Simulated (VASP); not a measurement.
Al: single point with r2SCAN

The system is Al.

```
Al
1.0
     2.67183    0.00000    0.00000
    -1.33592    2.31387    0.00000
     0.00000    0.00000    4.86685
Al
2
Direct
  0.66667 0.33333 0.75000
  0.33333 0.66667 0.25000
```

This cell differs from its parent crystal: strain -0.0500 x Voigt [1, 1, 0, 0, 0, 0].

```
Program                : VASP 6.6.1
Task                   : single point
Functional             : r2SCAN
Potentials or basis    : VASP PAW PBE potentials, release 64 (Al)
Cutoff                 : 520 eV
k mesh                 : 21 × 21 × 10
Occupations            : gaussian, width 0.15 eV
Spin                   : no spin polarisation
Dipole correction      : no
Further INCAR settings : ALGO = Normal; EDIFF = 1e-06; NBANDS = 10
```

| Property | Result |
| --- | --- |
| Pressure | 7.8 GPa |
| Band gap on the k mesh | zero (band 3 reaches 12.48 eV, above the bottom of band 4 at 5.91 eV) |

Stress tensor (GPa, compression positive):
```
12.06  0.00  0.00
 0.00 12.06  0.00
 0.00  0.00 -0.80
```

Levels at points of the mesh, in eV from the Fermi level:
| k point | band 1 | band 2 | band 3 | band 4 | band 5 | band 6 |
| --- | --- | --- | --- | --- | --- | --- |
| (0.00, 0.00, 0.00) | -12.52 | -6.07 | -5.99 | 11.15 | 12.68 | 13.70 |
| (0.00, 0.00, 0.50) | -10.87 | -10.87 | 1.73 | 1.73 | 14.48 | 14.48 |

Wall time 2.9 min on 1 thread of Intel(R) Xeon(R) Platinum 8259CL CPU @ 2.50GHz (Skylake/Cascade Lake), on a shared host, peak memory 0.19 GiB.

Caveat: the cell differs from its parent crystal (strain -0.0500 x Voigt [1, 1, 0, 0, 0, 0]); the PAW data sets were made with another functional, which shifts forces and pressure a little.
